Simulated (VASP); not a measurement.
# Tc: single point with r2SCAN

Tc:

```
Tc
1.0
     2.72256    0.00000    0.00000
    -1.36128    2.35780    0.00000
     0.00000    0.00000    4.42869
Tc
2
Direct
  0.33333 0.66667 0.25000
  0.66667 0.33333 0.75000
```

```json
{
 "Program": "VASP 6.6.1",
 "Task": "single point",
 "Functional": "r2SCAN",
 "Potentials or basis": "VASP PAW PBE potentials, release 64 (Tc_pv)",
 "Cutoff": "520 eV",
 "k mesh": "7 × 7 × 4",
 "Occupations": "fermi-dirac, width 0.05 eV",
 "Spin": "no spin polarisation"
}
```

| Property | Result |
| --- | --- |
| Pressure | 0.5 GPa |
| Band gap on the k mesh | zero (bands 13 and 14 overlap by 3.01 eV) |

Stress tensor (GPa, compression positive):
```
0.44 0.00 0.00
0.00 0.44 0.00
0.00 0.00 0.68
```

Levels at points of the mesh, in eV from the Fermi level:
| k point | band 9 | band 10 | band 11 | band 12 | band 13 | band 14 | band 15 | band 16 | band 17 | band 18 |
| --- | --- | --- | --- | --- | --- | --- | --- | --- | --- | --- |
| (0.00, 0.00, 0.00) | -1.67 | -1.53 | -1.53 | -0.82 | -0.82 | 0.06 | 0.06 | 1.56 | 2.76 | 2.76 |
| (0.00, 0.00, 0.50) | -2.05 | -2.05 | -1.64 | -1.64 | -1.64 | -1.64 | 2.04 | 2.04 | 2.04 | 2.04 |

It took 28 s on 1 thread of AMD EPYC 9R45 96-Core Processor (Zen 5), with other jobs on the host, peak memory 0.12 GiB.

Caveat: the k points lie up to 0.38 Å⁻¹ apart, too coarse for converged energies and pressures of a metal; the PAW data sets were made with another functional, which shifts forces and pressure a little.
